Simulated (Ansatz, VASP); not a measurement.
## Two plane-wave programs on NbRu3

```
CELL_PARAMETERS angstrom
3.89289 0.00000 0.00000
0.00000 3.89289 0.00000
0.00000 0.00000 3.89289
ATOMIC_POSITIONS crystal
Nb 0.00000 0.00000 0.00000
Ru 0.00000 0.50000 0.50000
Ru 0.50000 0.00000 0.50000
Ru 0.50000 0.50000 0.00000
```

Change from the starting cell: volume scaled by 1.01, PAW files.

Alike in both runs: task electric field gradients; functional LDA; k mesh 9 × 9 × 9; occupations fermi-dirac, width 0.05 eV; no spin polarisation.

|  | VASP | Ansatz |
| --- | --- | --- |
| version | VASP 6.6.1 | Ansatz 0.2.0 |
| potentials or method | VASP PAW LDA potentials, release 64 (Nb_sv, Ru_pv) | PAW with Ansatz's default frozen-core files, scalar-relativistic |
| plane-wave cutoff (eV) | 520 | 420 |
| valence electrons in the cell | 55 | 61 |

|  | VASP | Ansatz | Ansatz less VASP |
| --- | --- | --- | --- |
| pressure (GPa) | -13.5 | -14.0 | -0.48 |
| size of Vzz on the site where it differs most (V/Å²) | 11.4 | 2.7 | -8.72 |

LDA's correlation is that of Perdew and Zunger in VASP and of Perdew and Wang (1992) in Ansatz. VASP's potentials hold 55 valence electrons a cell and Ansatz's 61, so a difference there can come from the potentials and not from the codes.
